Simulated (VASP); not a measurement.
MgRh: single point with LDA

The system is MgRh.

```
Mg Rh
1.0
     3.09920    0.00000    0.00000
     0.00000    3.09920    0.00000
     0.00000    0.00000    3.09920
Mg Rh
1 1
Direct
  0.00000 0.00000 0.00000
  0.50000 0.50000 0.50000
```

| Property | Result |
| --- | --- |
| Program | VASP 6.6.1 |
| Task | single point |
| Functional | LDA |
| Potentials or basis | VASP PAW LDA potentials, release 64 (Mg, Rh_pv) |
| Cutoff | 520 eV |
| k mesh | 11 × 11 × 11 |
| Occupations | fermi-dirac, width 0.1 eV |
| Spin | collinear spin, ferromagnetic start |
| Starting moments | [0.0, 1.6] μB |
| Fixed moment | 1.6 μB |

```
Pressure                                              : 1.8 GPa
Net moment                                            : 1.60 μB per cell
Site moments                                          : Mg +0.05; Rh +1.22 μB
Valence electrons inside the program's atomic spheres : Mg 0.47; Rh 13.78
```

Run time: 25 s on 1 thread of AMD EPYC 9R45 96-Core Processor (Zen 5), with other jobs on the host, peak memory 0.14 GiB.

Caveat: the total moment is fixed, so each spin has its own Fermi level.
